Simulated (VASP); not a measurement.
# ZrSc3F2 (P4mm) in VASP: a series of runs, part 2 of 2

VASP 6.6.1. The steps go on from the part before.

### Step 5. Single point, PBE

INCAR reads:

```
PREC = Accurate
ENCUT = 520
EDIFF = 1E-7
ISMEAR = 0
SIGMA = 0.1
LREAL = F
LASPH = T
NELM = 80
ALGO = Normal
ISIF = 2
LWAVE = F
LCHARG = F
GGA = PE
NBANDS = 38
```

KPOINTS reads:

```
Automatic mesh
0
Gamma
  6 6 2
```

POSCAR reads:

```
ZrSc3F2
1.0
    3.6960865917      0.0000000000      0.0000000000
    0.0000000000      3.6960865917      0.0000000000
    0.0000000000      0.0000000000      8.0231283379
Zr Sc F
1 3 2
Direct
    0.0000000000      0.0000000000      0.0184323044
    0.5000000000      0.5000000000      0.1698178361
    0.0000000000      0.0000000000      0.4204467931
    0.5000000000      0.5000000000      0.7688025181
    0.5000000000      0.0000000000      0.5863981792
    0.0000000000      0.5000000000      0.5863981792
```

Run with:

```console
$ cat potpaw_PBE.64/Zr_sv/POTCAR potpaw_PBE.64/Sc_sv/POTCAR potpaw_PBE.64/F/POTCAR > POTCAR
$ mpirun -np 1 vasp_std > vasp.out
```

Run time: 3.4 min. Hardware: 1 thread of Oxide Virtual Turin-like, shared host; peak memory 0.21 GiB.

Results (log left out):

| Property | Result |
| --- | --- |
| Free energy | -39.9986 eV |
| Pressure | 0.2 GPa |
| Largest force | 0.042 eV/Å |
| Band gap on the k mesh | zero (an odd number of electrons rules out a gap without spin polarisation) |

Forces on the atoms (eV/Å):
```
Zr   0.000  0.000 -0.022
Sc   0.000  0.000  0.022
Sc   0.000  0.000 -0.035
Sc   0.000  0.000  0.042
F    0.000  0.000 -0.003
F    0.000  0.000 -0.003
```

Levels at points of the mesh, in eV from the Fermi level:
| k point | band 25 | band 26 | band 27 | band 28 | band 29 | band 30 | band 31 | band 32 | band 33 | band 34 |
| --- | --- | --- | --- | --- | --- | --- | --- | --- | --- | --- |
| (0.00, 0.00, 0.00) | -4.47 | -1.78 | -1.76 | -0.79 | -0.35 | 0.79 | 1.00 | 1.10 | 1.10 | 1.24 |
| (0.50, 0.00, 0.00) | -2.24 | -2.09 | -1.22 | -1.20 | 0.08 | 0.17 | 0.74 | 0.89 | 1.03 | 1.12 |
| (0.50, 0.50, 0.00) | -1.50 | -1.16 | -0.86 | -0.86 | -0.14 | 0.08 | 0.08 | 0.08 | 0.92 | 0.92 |
| (0.00, 0.00, 0.50) | -4.14 | -2.43 | -1.67 | -0.90 | 0.06 | 0.36 | 0.83 | 1.14 | 1.14 | 1.49 |
| (0.50, 0.00, 0.50) | -2.20 | -2.11 | -1.12 | -1.11 | 0.02 | 0.09 | 0.54 | 0.80 | 0.97 | 1.06 |
| (0.50, 0.50, 0.50) | -1.58 | -1.21 | -0.87 | -0.87 | -0.07 | 0.09 | 0.09 | 0.09 | 0.93 | 0.93 |

Caveat: the k points lie up to 0.39 Å⁻¹ apart, too coarse for converged energies and pressures of a metal; an odd number of electrons without spin polarisation forces a metal; a magnetic or distorted state may lie lower.

### Step 6. Relaxation of cell and atoms, PBE

This run uses another cell than the first one, of 18.91 Å³/atom.

INCAR reads:

```
SYSTEM = ZrSc3F2
ALGO = Normal
EDIFF = 1E-6
EDIFFG = -0.04
ENCUT = 600
GGA = PE
IBRION = 2
ISIF = 3
ISMEAR = 0
LASPH = .TRUE.
LCHARG = .FALSE.
LREAL = .FALSE.
LWAVE = .FALSE.
NELM = 100
NSW = 90
PREC = Accurate
SIGMA = 0.1
```

KPOINTS reads:

```
k-points
0
G
  4 4 4
  0 0 0
```

POSCAR reads:

```
ZrSc3F2
1.0
    4.5040764300      0.0000000000      0.0000000000
    0.0000000000      4.5040764300      0.0000000000
    0.0000000000      0.0000000000      5.5933880800
Zr Sc F
1 3 2
Direct
    0.0000000000      0.0000000000      0.0356883900
    0.5000000000      0.5000000000      0.1475509300
    0.0000000000      0.0000000000      0.5540418100
    0.5000000000      0.5000000000      0.7081385600
    0.5000000000      0.0000000000      0.5524380600
    0.0000000000      0.5000000000      0.5524380600
```

Potentials or basis: VASP PAW PBE potentials, release 64 (Zr_sv, Sc_sv, F).

Run with:

```console
$ cat potpaw_PBE.64/Zr_sv/POTCAR potpaw_PBE.64/Sc_sv/POTCAR potpaw_PBE.64/F/POTCAR > POTCAR
$ mpirun -np 1 vasp_std > vasp.out
```

It took 57 min on 1 thread of Oxide Virtual Turin-like, shared host; peak memory 0.27 GiB.

Results (log left out):

```yaml
Free_energy: -39.8053 eV
Relaxed_volume: 18.06 Å³/atom
Relaxed_cell: a = 3.774 Å, b = 3.774 Å, c = 7.607 Å, α = 90.00°, β = 90.00°, γ = 90.00°
Space_group_after_relaxing_to_0.1_Å: P4mm (No. 99)
Energy_gained_by_relaxing: 606.2 meV/atom
Ionic_steps: 33
Pressure_after_relaxing: 0.0 GPa
Largest_force_after_relaxing: 0.028 eV/Å
Band_gap_on_the_k_mesh: zero (an odd number of electrons rules out a gap without spin polarisation)
```

Forces on the atoms (eV/Å):
```
Zr   0.000  0.000  0.000
Sc   0.000  0.000 -0.001
Sc   0.000  0.000 -0.003
Sc   0.000  0.000 -0.028
F    0.000  0.000  0.016
F    0.000  0.000  0.016
```

The path:
```csv
step,energy change (eV),largest force (eV/Å),pressure (GPa),volume (Å³)
1,0.0000,1.6392,0.56,113.47
2,-1.1535,0.8135,0.34,113.91
3,-1.3958,1.9722,1.78,113.45
4,-1.7126,1.7949,-0.45,117.59
5,-2.1881,1.4238,-5.15,127.55
6,-2.4065,1.2485,-3.98,125.26
7,-2.6876,0.9956,-0.62,120.33
8,-2.7011,1.1134,0.97,118.47
9,-2.7034,1.0819,0.52,118.98
10,-2.7567,1.1001,0.25,118.93
11,-2.8742,1.0624,-0.48,118.78
12,-2.8582,1.8687,-1.60,118.49
13,-2.9151,1.4281,-0.98,118.66
14,-2.9710,1.4931,-1.10,118.17
15,-3.1170,1.6190,-1.31,116.70
16,-3.1399,1.7551,-0.97,113.80
17,-3.1879,1.6097,-1.29,115.28
18,-3.3136,1.3657,-0.74,113.78
19,-3.4680,0.6703,0.97,110.11
20,-3.4697,0.5856,1.24,109.65
21,-3.5047,0.4022,-0.07,111.09
22,-3.5218,0.3175,-1.68,112.99
23,-3.5491,0.2843,-1.27,112.24
24,-3.5898,0.3510,0.18,110.02
25,-3.5900,0.3912,0.37,109.80
26,-3.6053,0.3415,0.06,109.89
27,-3.6192,0.2470,-0.60,110.17
28,-3.6201,0.2584,-0.49,110.12
29,-3.6300,0.1886,0.08,108.97
30,-3.6334,0.1185,0.68,107.84
31,-3.6360,0.0688,-0.40,108.70
32,-3.6370,0.0538,-0.04,108.41
33,-3.6372,0.0281,-0.02,108.36
```

Final structure:
```
Zr Sc F
1.0
     3.77431    0.00000    0.00000
     0.00000    3.77431    0.00000
     0.00000    0.00000    7.60678
Zr Sc F
1 3 2
Direct
  0.00000 0.00000 0.02235
  0.50000 0.50000 0.17149
  0.00000 0.00000 0.42526
  0.50000 0.50000 0.77445
  0.50000 0.00000 0.57837
  0.00000 0.50000 0.57837
```

Levels at points of the mesh, in eV from the Fermi level:
```csv
k point,band 26,band 27,band 28,band 29,band 30,band 31,band 32,band 33
"(0.00, 0.00, 0.00)",-1.71,-1.46,-0.70,0.00,0.54,0.92,0.92,1.14
"(0.50, 0.00, 0.00)",-2.08,-1.17,-1.13,0.02,0.10,0.81,0.84,0.96
"(0.50, 0.50, 0.00)",-1.20,-0.96,-0.96,0.03,0.03,0.09,0.22,1.22
"(0.00, 0.00, 0.50)",-2.23,-1.59,-0.73,0.37,0.49,0.61,0.92,0.92
"(0.50, 0.00, 0.50)",-2.11,-1.05,-1.00,-0.05,0.03,0.67,0.80,1.07
"(0.50, 0.50, 0.50)",-1.14,-0.98,-0.98,0.04,0.04,0.05,0.17,1.23
```

Caveat: a cell axis changed by over 15 % at a fixed basis, so the end point is rough; an odd number of electrons without spin polarisation forces a metal; a magnetic or distorted state may lie lower.

### Step 7. Single point, PBE

INCAR reads:

```
PREC = Accurate ; ENCUT = 520
EDIFF = 1E-6 ; ISMEAR = 0
SIGMA = 0.1 ; LREAL = F
LASPH = T ; NELM = 80
ALGO = Normal ; ISIF = 2
LWAVE = F ; LCHARG = F
GGA = PE ; NBANDS = 38
```

KPOINTS reads:

```
regular mesh
0
Gamma
  10 10 6
```

POSCAR reads:

```
ZrSc3F2
1.0
    3.7003724882      0.0000000000      0.0000000000
    0.0000000000      3.7003724882      0.0000000000
    0.0000000000      0.0000000000      8.0179233913
Zr Sc F
1 3 2
Direct
    0.0000000000      0.0000000000      0.0178342558
    0.5000000000      0.5000000000      0.1698163425
    0.0000000000      0.0000000000      0.4211914784
    0.5000000000      0.5000000000      0.7690459068
    0.5000000000      0.0000000000      0.5862039133
    0.0000000000      0.5000000000      0.5862039133
```

Run with:

```console
$ cat potpaw_PBE.64/Zr_sv/POTCAR potpaw_PBE.64/Sc_sv/POTCAR potpaw_PBE.64/F/POTCAR > POTCAR
$ mpirun -np 1 vasp_std > vasp.out
```

It took 10 min on 1 thread of Oxide Virtual Turin-like, shared host; peak memory 0.38 GiB.

The run converged. Its results:

```yaml
Free_energy: -40.0029 eV
Pressure: 0.1 GPa
Largest_force: 0.040 eV/Å
Band_gap_on_the_k_mesh: zero (an odd number of electrons rules out a gap without spin polarisation)
```

Forces in eV/Å, atoms in the order of the input:
```
Zr   0.000  0.000 -0.005
Sc   0.000  0.000  0.007
Sc   0.000  0.000 -0.040
Sc   0.000  0.000  0.036
F    0.000  0.000  0.001
F    0.000  0.000  0.001
```

Levels at points of the mesh, in eV from the Fermi level:
```
           k point  band 27  band 28  band 29  band 30  band 31  band 32
(0.00, 0.00, 0.00)    -1.76    -0.81    -0.36     0.77     0.98     1.08
(0.50, 0.00, 0.00)    -1.23    -1.21     0.06     0.15     0.73     0.87
(0.50, 0.50, 0.00)    -0.88    -0.88    -0.16     0.06     0.06     0.06
(0.00, 0.00, 0.50)    -1.67    -0.92     0.05     0.35     0.82     1.12
(0.50, 0.00, 0.50)    -1.13    -1.12     0.00     0.07     0.53     0.78
(0.50, 0.50, 0.50)    -0.88    -0.88    -0.08     0.06     0.07     0.07
```

Caveat: an odd number of electrons without spin polarisation forces a metal; a magnetic or distorted state may lie lower.

### Step 8. Summary

```csv
task,spin,cell,k mesh,cutoff (eV),gap on the mesh (eV),pressure (GPa),largest force (eV/Å)
single point,collinear,"a = 3.696, b = 3.696, c = 8.023 Å, 6 atoms, atomic positions A",6 × 6 × 2,520,none,0.2,0.04
single point,off,"a = 3.668, b = 3.668, c = 8.118 Å, 6 atoms, atomic positions B",4 × 4 × 4,520,none,0.2,0.04
single point,off,"a = 4.504, b = 4.504, c = 5.593 Å, 6 atoms, atomic positions C",4 × 4 × 4,520,none,0.6,1.64
single point,off,"a = 3.696, b = 3.696, c = 8.023 Å, 6 atoms, atomic positions A",6 × 6 × 2,520,none,0.2,0.04
relaxation of cell and atoms,off,"relaxed from a = 4.504, b = 4.504, c = 5.593 Å, 6 atoms, atomic positions C",4 × 4 × 4,600,none,0.0,0.03
single point,off,"a = 3.700, b = 3.700, c = 8.018 Å, 6 atoms, atomic positions A",10 × 10 × 6,520,none,0.1,0.04
```

Alike in all rows: level PBE; potentials or basis VASP PAW PBE potentials, release 64 (Zr_sv, Sc_sv, F); smearing gaussian 0.1 eV.

Caveats: some runs use coarse meshes; an odd number of electrons without spin polarisation forces a metal (at least some runs); a magnetic or distorted state may lie lower (at least some runs); a cell axis changed by over 15 % at a fixed basis, so the end point is rough (at least some runs).

Absolute energies hang on the potentials; compare differences alone.
